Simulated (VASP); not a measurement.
# Ni3Ge (Pm-3m) in VASP: a series of runs

The runs below take Ni3Ge through single point, with PBEsol.

Everything below comes from runs of VASP 6.6.1. Logs are shortened: lines on timing, memory, paths and dates and some standing lists are left out, and cuts for length are marked.

### Step 1. The cell of the first run

It takes space group Pm-3m (No. 221, cubic). Conventional cell: a = 3.530 Å, b = 3.530 Å, c = 3.530 Å, α = 90.00°, β = 90.00°, γ = 90.00°. Within 3.3 Å of Ni (site symmetry 4/mmm) lie 8 Ni at 2.50 Å and 4 Ge at 2.50 Å. Ge (site symmetry m-3m) has 12 Ni at 2.50 Å within 3.3 Å.

### Step 2. Single point, PBEsol

The input, INCAR:

```
SYSTEM = Ni3Ge
  PREC = Accurate
  ENCUT = 520
  EDIFF = 1E-6
  ISMEAR = 0
  SIGMA = 0.2
  LREAL = .FALSE.
  LASPH = .TRUE.
  NELM = 60
  ALGO = Normal
  ISIF = 2
  LWAVE = .FALSE.
  LCHARG = .FALSE.
  GGA = PS
  NBANDS = 30
```

The input, KPOINTS:

```
regular mesh
0
G
  6 6 6
  0 0 0
```

The input, POSCAR:

```
Ni3Ge
1.0
    3.5303341067      0.0000000000      0.0000000000
    0.0000000000      3.5303341067      0.0000000000
    0.0000000000      0.0000000000      3.5303341067
Ni Ge
3 1
Direct
    0.5000000000      0.0000000000      0.5000000000
    0.0000000000      0.5000000000      0.5000000000
    0.5000000000      0.5000000000      0.0000000000
    0.0000000000      0.0000000000      0.0000000000
```

Potentials or basis: VASP PAW PBE potentials, release 64 (Ni, Ge_d).

Run with:

```console
> cat potpaw_PBE.64/Ni/POTCAR potpaw_PBE.64/Ge_d/POTCAR > POTCAR
> mpirun -np 1 vasp_std > vasp.out
```

OUTCAR:

```text
SYSTEM = Ni3Ge
   PREC = Accurate
   ENCUT = 520
   EDIFF = 1E-6
   ISMEAR = 0
   LREAL = .FALSE.
   LASPH = .TRUE.
   NELM = 60
   ISIF = 2
   GGA = PS

 ion  position               nearest neighbor table
   1  0.500  0.000  0.500-   2 2.50   3 2.50   4 2.50   3 2.50   4 2.50   2 2.50   3 2.50   3 2.50
                             2 2.50   4 2.50   4 2.50   2 2.50
   2  0.000  0.500  0.500-   1 2.50   3 2.50   4 2.50   3 2.50   4 2.50   1 2.50   4 2.50   4 2.50
                             1 2.50   3 2.50   3 2.50   1 2.50
   3  0.500  0.500  0.000-   1 2.50   2 2.50   4 2.50   1 2.50   2 2.50   1 2.50   4 2.50   1 2.50
                             2 2.50   4 2.50   2 2.50   4 2.50
   4  0.000  0.000  0.000-   1 2.50   2 2.50   3 2.50   1 2.50   2 2.50   2 2.50   3 2.50   2 2.50
                             1 2.50   3 2.50   1 2.50   3 2.50

  LATTYP: Found a simple cubic cell.
 ALAT       =     3.5303341067

  Lattice vectors:

 A1 = (   3.5303341067,   0.0000000000,   0.0000000000)
 A2 = (   0.0000000000,   3.5303341067,   0.0000000000)
 A3 = (   0.0000000000,   0.0000000000,   3.5303341067)

Analysis of symmetry for initial positions (statically):
=====================================================================
 Subroutine PRICEL returns:
 Original cell was already a primitive cell.

 Routine SETGRP: Setting up the symmetry group for a
 simple cubic supercell.

 Subroutine GETGRP returns: Found 48 space group operations
 (whereof 48 operations were pure point group operations)
 out of a pool of 48 trial point group operations.

The static configuration has the point symmetry O_h .

Analysis of symmetry for dynamics (positions and initial velocities):
=====================================================================
 Subroutine PRICEL returns:
 Original cell was already a primitive cell.

 Routine SETGRP: Setting up the symmetry group for a
 simple cubic supercell.

 Subroutine GETGRP returns: Found 48 space group operations
 (whereof 48 operations were pure point group operations)
 out of a pool of 48 trial point group operations.

The dynamic configuration has the point symmetry O_h .

 Subroutine INISYM returns: Found 48 space group operations
 (whereof 48 operations are pure point group operations),
 and found     1 'primitive' translations

----------------------------------------------------------------------------------------

                                     Primitive cell

  volume of cell :      43.9995

  direct lattice vectors                    reciprocal lattice vectors
     3.530334107  0.000000000  0.000000000     0.283259309  0.000000000  0.000000000
[... 90 lines left out ...]
   NFREE  =      0    steps in history (QN), initial steepest desc. (CG)
   ISIF   =      2    stress and relaxation
   ISYM   =      2    0-nonsym 1-usesym 2-fastsym
   POTIM  = 0.5000    time-step for ionic-motion
   TEBEG  =    0.0;   TEEND  =   0.0 temperature during run
   PSTRESS=    0.0 pullay stress
   NELECT =      44.0000    total number of electrons
   NUPDOWN=      -1.0000    fix difference up-down
   EMIN   =  10.00;   EMAX   =-10.00  energy-range for DOS
   EFERMI =   0.00;   METHOD = LEGACY
   ISMEAR =     0;   SIGMA  =   0.20  broadening in eV -4-tet -1-fermi 0-gaus
   EFERMI_NEDOS =   21; number of points for ismear=-14 and -15
   IALGO  =     38    algorithm
   IMIX   =      4    mixing-type and parameters
     AMIX     =   0.40;   BMIX     =  1.00
     AMIX_MAG =   1.60;   BMIX_MAG =  1.00
  volume/ion in A,a.u.               =      11.00        74.23
  Fermi-wavevector in a.u.,A,eV,Ry     =   1.637105  3.093680 36.465156  2.680113
  Thomas-Fermi vector in A             =   2.728300
   LORBIT       =      0    0 simple, 1 ext, 2 COOP (PROOUT), +10 PAW based schemes
   GGA     = PS    functional components
   LHFCALC =     F    Hartree Fock is set to
   AEXX    =    0.0000 exact exchange contribution
   IVDW    =     0    specifies the selected vdW correction
   LEPSILON=     F    determine dielectric tensor
   LRPA    =     F    only Hartree local field effects (RPA)
 non-spin polarized calculation
 Gauss-broadening in eV      SIGMA  =   0.20
  energy-cutoff  :      520.00
  volume of cell :       44.00
 maximum number of plane-waves:      1213
 NGX is ok and might be reduce to    28
   NGX = 13   NGY = 13   NGZ = 13

 number of electron      43.9999972 magnetization

 Free energy of the ion-electron system (eV)
  ---------------------------------------------------
  ext. energy  EPLUGINS =         0.00000000
  ---------------------------------------------------
  free energy    TOTEN  =       -24.75669142 eV

  energy without entropy =      -24.72203518  energy(sigma->0) =      -24.73936330

 E-fermi :  10.2391     XC(G=0): -13.6499

 val. band max:       10.2211643334   @ k =   0.5000   0.0000   0.0000
 cond. band min:      10.4272716282   @ k =   0.5000   0.3333   0.3333
 fundamental gap:      0.2061072949
 Fermi energy:        10.2390873560

 k-point     1 :       0.0000    0.0000    0.0000
  band No.  band energies     occupation
      1     -14.3838      2.00000
      2     -14.3838      2.00000
      3     -14.3691      2.00000
      4     -14.3691      2.00000
      5     -14.3691      2.00000
      6      -2.3606      2.00000
[... 649 lines left out ...]
     29      27.5352      0.00000
     30      27.5352      0.00000

------------------------ aborting loop because EDIFF is reached ----------------------------------------

  FORCE on cell =-STRESS in cart. coord.  units (eV):
  Direction    XX          YY          ZZ          XY          YZ          ZX
  --------------------------------------------------------------------------------------
  -------------------------------------------------------------------------------------
  Total       -0.1397945     -0.1397945     -0.1397945      0.0000000      0.0000000     -0.0000000
  in kB       -5.0904163     -5.0904163     -5.0904163      0.0000000      0.0000000     -0.0000000
  external PRESSURE =      -5.0904163 kB  Pullay stress =       0.0000000 kB

 VOLUME and BASIS-vectors are now :
 -----------------------------------------------------------------------------
  energy-cutoff  :      520.00
  volume of cell :       44.00
      direct lattice vectors                 reciprocal lattice vectors
     3.530334107  0.000000000  0.000000000     0.283259309  0.000000000  0.000000000
     0.000000000  3.530334107  0.000000000     0.000000000  0.283259309  0.000000000
     0.000000000  0.000000000  3.530334107     0.000000000  0.000000000  0.283259309

 POSITION                                       TOTAL-FORCE (eV/Angst)
 -----------------------------------------------------------------------------------
      1.76517      0.00000      1.76517         0.000000      0.000000      0.000000
      0.00000      1.76517      1.76517         0.000000      0.000000      0.000000
      1.76517      1.76517      0.00000         0.000000      0.000000      0.000000
      0.00000      0.00000      0.00000         0.000000      0.000000      0.000000
 -----------------------------------------------------------------------------------
    total drift:                                0.000000      0.000000      0.000000

  FREE ENERGIE OF THE ION-ELECTRON SYSTEM (eV)
  ---------------------------------------------------
  free  energy   TOTEN  =       -24.7566914208 eV

  energy  without entropy=      -24.7220351833  energy(sigma->0) =      -24.73936330
```

Run time: 12 s. Hardware: 1 thread of Intel Xeon 6975P-C (Granite Rapids), shared host; peak memory 0.16 GiB.

What came out:

```
Free energy            : -24.7567 eV
Pressure               : -0.5 GPa
Band gap on the k mesh : zero (band 22 reaches 10.22 eV, above the bottom of band 23 at 9.99 eV)
```

Caveat: the PAW data sets were made with another functional, which shifts forces and pressure a little.

### Step 3. Single point, PBEsol

The input, INCAR:

```
SYSTEM = Ni3Ge
  PREC = Accurate
  ENCUT = 520
  EDIFF = 1E-7
  ISMEAR = 0
  SIGMA = 0.4
  LREAL = .False.
  LASPH = .True.
  NELM = 100
  ALGO = Normal
  ISIF = 2
  LWAVE = .False.
  LCHARG = .False.
  GGA = PS
  NBANDS = 30
```

The input, KPOINTS:

```
Automatic mesh
0
Gamma
  6 6 6
  0 0 0
```

POSCAR is that of step 2.

Potentials or basis: VASP PAW PBE potentials, release 64 (Ni, Ge_d).

Run with:

```console
> cat potpaw_PBE.64/Ni/POTCAR potpaw_PBE.64/Ge_d/POTCAR > POTCAR
> mpirun -np 1 vasp_std > vasp.out
```

It took 13 s on 1 thread of Intel Xeon 6975P-C (Granite Rapids), shared host; peak memory 0.17 GiB.

The run converged. Its results:

* Free energy: -24.8174 eV
* Pressure: -0.3 GPa
* Band gap on the k mesh: zero (band 22 reaches 10.20 eV, above the bottom of band 23 at 9.98 eV)

Levels at points of the mesh, in eV from the Fermi level:
| k point | band 20 | band 21 | band 22 | band 23 | band 24 | band 25 |
| --- | --- | --- | --- | --- | --- | --- |
| (0.00, 0.00, 0.00) | -0.70 | -0.40 | -0.09 | -0.09 | -0.09 | 3.87 |
| (0.50, 0.00, 0.00) | -1.25 | -0.65 | -0.09 | 3.53 | 3.53 | 4.58 |
| (0.50, 0.50, 0.00) | -1.21 | -1.05 | -1.05 | 0.52 | 0.52 | 5.62 |
| (0.50, 0.50, 0.50) | -1.27 | -0.64 | -0.32 | -0.32 | -0.32 | 0.60 |

Caveat: the PAW data sets were made with another functional, which shifts forces and pressure a little.

### Step 4. Single point, PBEsol

The input, INCAR:

```
SYSTEM = Ni3Ge
ALGO = Normal
EDIFF = 1E-7
ENCUT = 520
GGA = PS
ISIF = 2
ISMEAR = 0
LASPH = .TRUE.
LCHARG = .FALSE.
LREAL = .FALSE.
LWAVE = .FALSE.
NBANDS = 30
NELM = 80
PREC = Accurate
SIGMA = 0.1
```

The input, KPOINTS:

```
k-points
0
G
  8 8 8
  0 0 0
```

POSCAR is that of step 3.

Run with:

```console
> cat potpaw_PBE.64/Ni/POTCAR potpaw_PBE.64/Ge_d/POTCAR > POTCAR
> mpirun -np 1 vasp_std > vasp.out
```

It took 20 s on 1 thread of Intel Xeon 6975P-C (Granite Rapids), shared host; peak memory 0.18 GiB.

Results (log left out):

* Free energy: -24.7427 eV
* Pressure: -0.7 GPa
* Band gap on the k mesh: zero (band 22 reaches 10.22 eV, above the bottom of band 23 at 9.99 eV)

Levels at points of the mesh, in eV from the Fermi level:
```csv
k point,band 20,band 21,band 22,band 23,band 24,band 25
"(0.00, 0.00, 0.00)",-0.58,-0.28,0.03,0.03,0.03,3.97
"(0.50, 0.00, 0.00)",-1.13,-0.53,0.03,3.63,3.63,4.68
"(0.50, 0.50, 0.00)",-1.10,-0.94,-0.93,0.64,0.64,5.72
"(0.50, 0.50, 0.50)",-1.16,-0.52,-0.20,-0.20,-0.20,0.70
```

Caveat: the PAW data sets were made with another functional, which shifts forces and pressure a little. Spin polarisation is off, so any magnetic state and its effect on volume and gap are missing.

### Step 5. Single point, PBEsol

The input, INCAR:

```
PREC     = Accurate       # precision mode
ENCUT    = 520            # plane-wave cutoff, eV
EDIFF    = 1E-6           # SCF threshold, eV
ISMEAR   = 0              # smearing method
SIGMA    = 0.1            # smearing width, eV
LREAL    = False          # projectors in reciprocal space
LASPH    = True           # aspherical terms in the spheres
NELM     = 100            # most SCF steps
ALGO     = Normal         # electronic algorithm
ISIF     = 2              # what is computed and relaxed
LWAVE    = False          # write WAVECAR
LCHARG   = False          # write CHGCAR
GGA      = PS             # functional
NBANDS   = 30             # bands
```

The input, KPOINTS:

```
Automatic mesh
0
Gamma
  10 10 10
```

POSCAR is that of step 4.

Potentials or basis: VASP PAW PBE potentials, release 64 (Ni, Ge_d).

Run with:

```console
> cat potpaw_PBE.64/Ni/POTCAR potpaw_PBE.64/Ge_d/POTCAR > POTCAR
> mpirun -np 1 vasp_std > vasp.out
```

OUTCAR:

```text
PREC = Accurate
   ENCUT = 520
   EDIFF = 1E-6
   ISMEAR = 0
   LREAL = False
   LASPH = True
   NELM = 100
   ISIF = 2
   GGA = PS

 ion  position               nearest neighbor table
   1  0.500  0.000  0.500-   2 2.50   3 2.50   4 2.50   3 2.50   4 2.50   2 2.50   3 2.50   3 2.50
                             2 2.50   4 2.50   4 2.50   2 2.50
   2  0.000  0.500  0.500-   1 2.50   3 2.50   4 2.50   3 2.50   4 2.50   1 2.50   4 2.50   4 2.50
                             1 2.50   3 2.50   3 2.50   1 2.50
   3  0.500  0.500  0.000-   1 2.50   2 2.50   4 2.50   1 2.50   2 2.50   1 2.50   4 2.50   1 2.50
[... 998 lines left out ...]
  -------------------------------------------------------------------------------------
  Total       -0.1748255     -0.1748255     -0.1748255     -0.0000000     -0.0000000      0.0000000
  in kB       -6.3660180     -6.3660180     -6.3660180     -0.0000000     -0.0000000      0.0000000
  external PRESSURE =      -6.3660180 kB  Pullay stress =       0.0000000 kB

 VOLUME and BASIS-vectors are now :
 -----------------------------------------------------------------------------
  energy-cutoff  :      520.00
  volume of cell :       44.00
      direct lattice vectors                 reciprocal lattice vectors
     3.530334107  0.000000000  0.000000000     0.283259309  0.000000000  0.000000000
     0.000000000  3.530334107  0.000000000     0.000000000  0.283259309  0.000000000
     0.000000000  0.000000000  3.530334107     0.000000000  0.000000000  0.283259309

 POSITION                                       TOTAL-FORCE (eV/Angst)
 -----------------------------------------------------------------------------------
      1.76517      0.00000      1.76517         0.000000      0.000000      0.000000
      0.00000      1.76517      1.76517         0.000000      0.000000      0.000000
      1.76517      1.76517      0.00000         0.000000      0.000000      0.000000
      0.00000      0.00000      0.00000         0.000000      0.000000      0.000000
 -----------------------------------------------------------------------------------
    total drift:                                0.000000      0.000000      0.000000

  FREE ENERGIE OF THE ION-ELECTRON SYSTEM (eV)
  ---------------------------------------------------
  free  energy   TOTEN  =       -24.7449954402 eV

  energy  without entropy=      -24.7349325439  energy(sigma->0) =      -24.73996399
```

OSZICAR:

```text
N       E                     dE             d eps       ncg     rms          rms(c)
DAV:   1     0.321099416520E+03    0.32110E+03   -0.19853E+04  3704   0.337E+03
DAV:   2     0.140955205334E+02   -0.30700E+03   -0.29136E+03  3360   0.560E+02
DAV:   3    -0.269752404533E+02   -0.41071E+02   -0.40081E+02  3606   0.170E+02
DAV:   4    -0.282760058485E+02   -0.13008E+01   -0.12992E+01  3834   0.349E+01
DAV:   5    -0.283022702041E+02   -0.26264E-01   -0.26263E-01  4400   0.434E+00    0.187E+01
DAV:   6    -0.276478092860E+02    0.65446E+00   -0.32866E+01  3910   0.821E+01    0.150E+01
DAV:   7    -0.248364388024E+02    0.28114E+01   -0.12719E+01  3758   0.481E+01    0.361E+00
DAV:   8    -0.247558290464E+02    0.80610E-01   -0.38576E-01  3946   0.534E+00    0.970E-01
DAV:   9    -0.247466820953E+02    0.91470E-02   -0.19803E-02  4386   0.163E+00    0.340E-01
DAV:  10    -0.247450061036E+02    0.16760E-02   -0.22380E-03  4634   0.543E-01    0.922E-02
DAV:  11    -0.247450007412E+02    0.53623E-05   -0.22760E-04  3854   0.125E-01    0.371E-02
DAV:  12    -0.247449950790E+02    0.56623E-05   -0.23548E-05  4006   0.747E-02    0.738E-03
DAV:  13    -0.247449954402E+02   -0.36124E-06   -0.21386E-06  3254   0.153E-02
   1 F= -.24744995E+02 E0= -.24739964E+02  d E =-.100629E-01
```

Wall time 27 s (1 thread of Intel Xeon 6975P-C (Granite Rapids), shared host); peak memory 0.19 GiB.

Results:

```
Free energy            : -24.7450 eV
Pressure               : -0.6 GPa
Band gap on the k mesh : zero (band 22 reaches 10.22 eV, above the bottom of band 23 at 9.99 eV)
```

Caveat: the PAW data sets were made with another functional, which shifts forces and pressure a little. Spin polarisation is off, so any magnetic state and its effect on volume and gap are missing.

### Step 6. Overview

```tsv
k mesh	smearing	gap on the mesh (eV)	pressure (GPa)
6 × 6 × 6	gaussian 0.2 eV	none	-0.5
6 × 6 × 6	gaussian 0.4 eV	none	-0.3
8 × 8 × 8	gaussian 0.1 eV	none	-0.7
10 × 10 × 10	gaussian 0.1 eV	none	-0.6
```

Alike in all rows: task single point; level PBEsol; potentials or basis VASP PAW PBE potentials, release 64 (Ni, Ge_d); no spin polarisation; cell as given; cutoff (eV) 520.

Every run on the cell as given and a fine mesh finds a metal.

Caveats: the PAW data sets were made with another functional, which shifts forces and pressure a little.

Total energies depend on the potentials used, so only differences within one code and one set of settings carry meaning.
